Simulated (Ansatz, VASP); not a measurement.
**Ba3Si2: VASP beside Ansatz**

```xyz
5
Lattice="5.6765 0.0000 0.0000 -2.8382 4.9160 0.0000 0.0000 0.0000 6.9111" Properties=species:S:1:pos:R:3 pbc="T T T"
Ba    0.0000    0.0000    0.0000
Ba    0.0000    3.2773    4.7619
Ba    2.8382    1.6387    2.1492
Si    0.0000    3.2773    1.2968
Si    2.8382    1.6387    5.6144
```

Alike in both runs: functional PBE; k mesh 6 × 6 × 4; occupations gaussian, width 0.1 eV; no spin polarisation.

Ansatz relaxed the structure, and its values are those at the end. VASP's run is a single point on that final structure, the one shown.

```csv
,VASP,Ansatz
version,VASP 6.6.1,Ansatz 0.2.0
potentials or method,"VASP PAW PBE potentials, release 64 (Ba_sv, Si), cutoff 520 eV","scalar-relativistic, plane waves, PAW"
valence electrons in the cell,38,38
```

|  | VASP | Ansatz | Ansatz less VASP |
| --- | --- | --- | --- |
| gap on the k mesh at the Fermi level (eV) | none | none | - |
| pressure (GPa) | 0.4 | 0.0 | -0.42 |
| rms of the force components (eV/Å) | 0.017 | 0.011 | -0.0055 |

A gap of «none» marks a metal or a gap that the smearing closes.

Spin-orbit coupling is off throughout.
